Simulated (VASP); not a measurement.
Wanted: the native input for a VASP 6.6.1 run.

```yaml
Task: relaxation of cell and atoms
Functional: LDA
Potentials_or_basis: VASP PAW LDA potentials, release 64 (Ba_sv)
Cutoff: 600 eV
k_mesh: 12 × 12 × 12
Occupations: gaussian, width 0.1 eV
Spin: no spin polarisation
Dipole_correction: no
Further_INCAR_settings: ALGO = Fast; EDIFF = 1e-06; IBRION = 2; EDIFFG = -0.002; NSW = 100; ISIF = 3
```

The structure of Ba lies in POSCAR:

```
Ba
1.0
   -2.3757001071      2.3757001071      2.3757001071
    2.3757001071     -2.3757001071      2.3757001071
    2.3757001071      2.3757001071     -2.3757001071
Ba
1
Direct
    0.0000000000      0.0000000000      0.0000000000
```

One way to write it, as run:

INCAR

```
  PREC = Accurate
  ENCUT = 600
  EDIFF = 1E-6
  ISMEAR = 0
  SIGMA = 0.1
  LREAL = F
  LASPH = T
  NELM = 80
  ALGO = Fast
  ISIF = 3
  LWAVE = F
  LCHARG = F
  GGA = CA
  IBRION = 2
  NSW = 100
  EDIFFG = -0.002
```

KPOINTS

```
Automatic mesh
0
Gamma
  12 12 12
```

Potentials or basis: VASP PAW LDA potentials, release 64 (Ba_sv).

Run with:

```console
$ cat potpaw_LDA.64/Ba_sv/POTCAR > POTCAR
$ mpirun -np 1 vasp_std > vasp.out
```

It gave:

```json
{
 "Relaxed volume": "54.07 Å³/atom",
 "Relaxed cell": "a = 4.126 Å, b = 4.126 Å, c = 4.126 Å, α = 109.47°, β = 109.47°, γ = 109.47°",
 "Space group after relaxing (to 0.1 Å)": "Im-3m (No. 229)",
 "Energy gained by relaxing": "0.1 meV/atom",
 "Ionic steps": "6",
 "Pressure after relaxing": "0.0 GPa",
 "Band gap on the k mesh": "zero (bands 5 and 6 overlap by 1.45 eV)"
}
```

Caveat: spin-orbit coupling is left out, which moves the levels of the heavy elements.

Run time: 75 s on 1 thread of AMD EPYC 9R45 96-Core Processor (Zen 5) (shared host), peak memory 0.18 GiB.
